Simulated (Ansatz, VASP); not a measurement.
**Ge5As: VASP beside Ansatz**

```
CELL_PARAMETERS angstrom
5.29790 0.00000 0.00000
-2.64895 4.58811 0.00000
0.00000 0.00000 5.18684
ATOMIC_POSITIONS crystal
Ge 0.66667 0.33333 0.00000
Ge 0.33333 0.66667 0.00000
Ge 0.00000 0.50000 0.50000
Ge 0.50000 0.00000 0.50000
Ge 0.50000 0.50000 0.50000
As 0.00000 0.00000 0.00000
```

Change from the starting cell: species swapped into the NdCo5 type (P6/mmm, No. 191).

Alike in both runs: functional PBE; k mesh 12 × 12 × 8; occupations gaussian, width 0.1 eV; no spin polarisation.

Ansatz relaxed the structure, and its values are those at the end. VASP's run is a single point on that final structure, the one shown.

|  | VASP | Ansatz |
| --- | --- | --- |
| version | VASP 6.6.1 | Ansatz 0.2.0 |
| potentials or method | VASP PAW PBE potentials, release 64 (Ge_d, As), cutoff 520 eV | scalar-relativistic, plane waves, PAW |
| valence electrons in the cell | 75 | 85 |

```tsv
	VASP	Ansatz	Ansatz less VASP
gap on the k mesh at the Fermi level (eV)	none	none	-
pressure (GPa)	0.0	0.0	-0.03
```

A gap of «none» marks a metal or a gap that the smearing closes. VASP's potentials hold 75 valence electrons a cell and Ansatz's 85, so a difference there can come from the potentials and not from the codes.
